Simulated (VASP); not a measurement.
# HfTe4 (Im-3m) in VASP: notebook, part 2 of 2

VASP 6.6.1.

## Step 3: Single point, PBE

This run uses another cell than the first one, of 32.40 Å³/atom, 1.049 times its volume.

Input file INCAR:

```
PREC = Accurate
ENCUT = 500
EDIFF = 1E-6
ISMEAR = 0
SIGMA = 0.1
LREAL = False
LASPH = True
NELM = 120
ALGO = Normal
ISIF = 2
LWAVE = False
LCHARG = True
GGA = PE
LELF = True
LVHAR = True
NBANDS = 25
GGA_COMPAT = False
```

Input file KPOINTS:

```
regular mesh
0
Gamma
  8 8 8
```

Input file POSCAR:

```
HfTe4
1.0
   -3.4341943410      3.4341943410      3.4341943410
    3.4341943410     -3.4341943410      3.4341943410
    3.4341943410      3.4341943410     -3.4341943410
Hf Te
1 4
Direct
    0.0000000000      0.0000000000      0.0000000000
    0.0000000000      0.0000000000      0.5000000000
    0.0000000000      0.5000000000      0.0000000000
    0.5000000000      0.0000000000      0.0000000000
    0.5000000000      0.5000000000      0.5000000000
```

Potentials or basis: VASP PAW PBE potentials, release 64 (Hf_pv, Te).

Started as:

```sh
> cat potpaw_PBE.64/Hf_pv/POTCAR potpaw_PBE.64/Te/POTCAR > POTCAR
> mpirun -np 1 vasp_std > vasp.out
```

Run time: 1.7 min. Hardware: 1 thread of Intel Xeon Platinum 8259CL at 2.50GHz (Skylake/Cascade Lake), shared host; peak memory 0.37 GiB.

It converged, with:

```
Free energy            : -22.7945 eV
Pressure               : -0.2 GPa
Band gap on the k mesh : zero (band 17 reaches 7.11 eV, above the bottom of band 18 at 3.83 eV)
```

Levels at points of the mesh, in eV from the Fermi level:
```tsv
k point	band 14	band 15	band 16	band 17	band 18	band 19	band 20	band 21
(0.00, 0.00, 0.00)	-0.47	-0.47	0.18	0.18	0.18	0.20	1.21	1.21
(0.50, 0.00, 0.00)	-2.41	-1.93	-1.33	-1.18	0.74	0.87	1.03	1.14
(0.50, 0.50, 0.50)	-0.20	-0.20	-0.20	1.40	1.40	1.40	1.44	1.44
```

Caveat: spin-orbit coupling is left out, which moves the levels of the heavy elements.

## Step 4: Relaxation of cell and atoms, PBE

Input file INCAR:

```
SYSTEM = HfTe4
  ALGO = Normal
  EDIFF = 1E-7
  EDIFFG = -0.01
  ENCUT = 500
  GGA = PE
  GGA_COMPAT = .FALSE.
  IBRION = 2
  ISIF = 3
  ISMEAR = 0
  LASPH = .TRUE.
  LCHARG = .FALSE.
  LREAL = .FALSE.
  LWAVE = .FALSE.
  NELM = 120
  NELMIN = 4
  NSW = 100
  PREC = Accurate
  SIGMA = 0.1
```

Input file KPOINTS:

```
k-points
0
G
  8 8 8
  0 0 0
```

Edit POSCAR of step 3 so:

```diff
@@ -2,5 +2,5 @@
 1.0
-   -3.4341943410      3.4341943410      3.4341943410
-    3.4341943410     -3.4341943410      3.4341943410
-    3.4341943410      3.4341943410     -3.4341943410
+   -3.3796836700      3.3796836700      3.3796836700
+    3.3796836700     -3.3796836700      3.3796836700
+    3.3796836700      3.3796836700     -3.3796836700
 Hf Te
```

Potentials or basis: VASP PAW PBE potentials, release 64 (Hf_pv, Te).

Started as:

```sh
> cat potpaw_PBE.64/Hf_pv/POTCAR potpaw_PBE.64/Te/POTCAR > POTCAR
> mpirun -np 1 vasp_std > vasp.out
```

OUTCAR:

```text
SYSTEM = HfTe4
   EDIFF = 1E-7
   EDIFFG = -0.01
   ENCUT = 500
   GGA = PE
   IBRION = 2
   ISIF = 3
   ISMEAR = 0
   LASPH = .TRUE.
   LREAL = .FALSE.
   NELM = 120
   NELMIN = 4
   NSW = 100
   PREC = Accurate

 ion  position               nearest neighbor table
   1  0.000  0.000  0.000-   2 2.93   3 2.93   4 2.93   5 2.93   2 2.93   3 2.93   4 2.93   5 2.93

   2  0.000  0.000  0.500-   1 2.93   1 2.93   4 3.38   5 3.38   3 3.38   3 3.38   4 3.38   5 3.38

   3  0.000  0.500  0.000-   1 2.93   1 2.93   4 3.38   5 3.38   2 3.38   2 3.38   5 3.38   4 3.38

   4  0.500  0.000  0.000-   1 2.93   1 2.93   3 3.38   5 3.38   5 3.38   2 3.38   2 3.38   3 3.38

   5  0.500  0.500  0.500-   1 2.93   1 2.93   3 3.38   4 3.38   4 3.38   3 3.38   2 3.38   2 3.38

  LATTYP: Found a body centered cubic cell.
 ALAT       =     6.7593673400

  Lattice vectors:
[... 264 lines left out ...]

 number of electron      34.0000003 magnetization

 Free energy of the ion-electron system (eV)
  ---------------------------------------------------
  ext. energy  EPLUGINS =         0.00000000
  ---------------------------------------------------
  free energy    TOTEN  =       -22.79442924 eV

  energy without entropy =      -22.78244284  energy(sigma->0) =      -22.78843604

 E-fermi :   5.7465     XC(G=0):  -9.2436

 val. band max:        5.7270444185   @ k =   0.1250   0.0000   0.0000
 cond. band min:       5.7656597166   @ k =  -0.3750   0.3750   0.3750
 fundamental gap:      0.0386152981
 Fermi energy:         5.7465042679

 k-point     1 :       0.0000    0.0000    0.0000
  band No.  band energies     occupation
      1     -26.3941      2.00000
      2     -26.3941      2.00000
      3     -26.3941      2.00000
      4      -7.3135      2.00000
      5      -4.9224      2.00000
      6      -4.9224      2.00000
[... 565 lines left out ...]
     20       6.8840      0.00000
     21       7.2075      0.00000

 [... further k-points ...]
[... 5 lines left out ...]
  --------------------------------------------------------------------------------------
  -------------------------------------------------------------------------------------
  Total        0.0007278      0.0007278      0.0007278      0.0000000      0.0000000     -0.0000000
  in kB        0.0072220      0.0072220      0.0072220      0.0000000      0.0000000     -0.0000000
  external PRESSURE =       0.0072220 kB  Pullay stress =       0.0000000 kB
[... 20 lines left out ...]
  FREE ENERGIE OF THE ION-ELECTRON SYSTEM (eV)
  ---------------------------------------------------
  free  energy   TOTEN  =       -22.7944292417 eV

  energy  without entropy=      -22.7824428422  energy(sigma->0) =      -22.78843604

 reached required accuracy - stopping structural energy minimisation
```

OSZICAR:

```text
N       E                     dE             d eps       ncg     rms          rms(c)
DAV:   1     0.160199118277E+03    0.16020E+03   -0.14257E+04  1306   0.131E+03
DAV:   2    -0.101899455729E+02   -0.17039E+03   -0.16532E+03  1552   0.237E+02
DAV:   3    -0.230822458103E+02   -0.12892E+02   -0.12435E+02  1517   0.554E+01
[... 29 lines left out ...]
DAV:   5    -0.227944492863E+02    0.95415E-04   -0.66020E-04  1746   0.125E-01    0.327E-01
DAV:   6    -0.227944274796E+02    0.21807E-04   -0.89318E-05  1613   0.433E-02    0.930E-02
DAV:   7    -0.227944293111E+02   -0.18314E-05   -0.17649E-05  1697   0.203E-02    0.201E-02
DAV:   8    -0.227944289470E+02    0.36406E-06   -0.21258E-06  1475   0.792E-03    0.765E-03
DAV:   9    -0.227944291912E+02   -0.24414E-06   -0.22559E-07  1059   0.226E-03    0.132E-03
DAV:  10    -0.227944292417E+02   -0.50551E-07   -0.70155E-08   769   0.142E-03
   3 F= -.22794429E+02 E0= -.22788436E+02  d E =-.553982E-01
```

It took 3.7 min on 1 thread of Intel Xeon Platinum 8259CL at 2.50GHz (Skylake/Cascade Lake), shared host; peak memory 0.39 GiB.

What came out:

* Free energy: -22.7944 eV
* Relaxed volume: 32.29 Å³/atom
* Relaxed cell: a = 5.941 Å, b = 5.941 Å, c = 5.941 Å, α = 109.47°, β = 109.47°, γ = 109.47°
* Space group after relaxing (to 0.05 Å): Im-3m (No. 229)
* Energy gained by relaxing: 11.1 meV/atom
* Ionic steps: 3
* Pressure after relaxing: 0.0 GPa
* Band gap on the k mesh: zero (band 17 reaches 7.16 eV, above the bottom of band 18 at 3.86 eV)

Step by step:
```csv
step,energy change (eV),largest force (eV/Å),pressure (GPa),volume (Å³)
1,0.0000,0.0000,2.63,154.41
2,-0.0349,0.0000,-1.39,166.04
3,-0.0554,0.0000,0.00,161.46
```

Final structure:
```
Hf Te
1.0
    -3.43029    3.43029    3.43029
     3.43029   -3.43029    3.43029
     3.43029    3.43029   -3.43029
Hf Te
1 4
Direct
  0.00000 0.00000 0.00000
  0.00000 0.00000 0.50000
  0.00000 0.50000 0.00000
  0.50000 0.00000 0.00000
  0.50000 0.50000 0.50000
```

Caveat: spin-orbit coupling is left out, which moves the levels of the heavy elements.

## Step 5: Overview

```csv
task,cell,k mesh,gap on the mesh (eV),pressure (GPa)
single point,"a = 5.854 Å, angles 109.5°, 5 atoms",4 × 4 × 4,none,2.7
single point,"a = 5.948 Å, angles 109.5°, 5 atoms",8 × 8 × 8,none,-0.2
relaxation of cell and atoms,"relaxed from a = 5.854 Å, angles 109.5°, 5 atoms",8 × 8 × 8,none,0.0
```

Alike in all rows: level PBE; potentials or basis VASP PAW PBE potentials, release 64 (Hf_pv, Te); no spin polarisation; cutoff (eV) 500; smearing gaussian 0.1 eV.

Caveats: spin-orbit coupling is left out, which moves the levels of the heavy elements.

Total energies depend on the potentials used, so only differences within one code and one set of settings carry meaning.
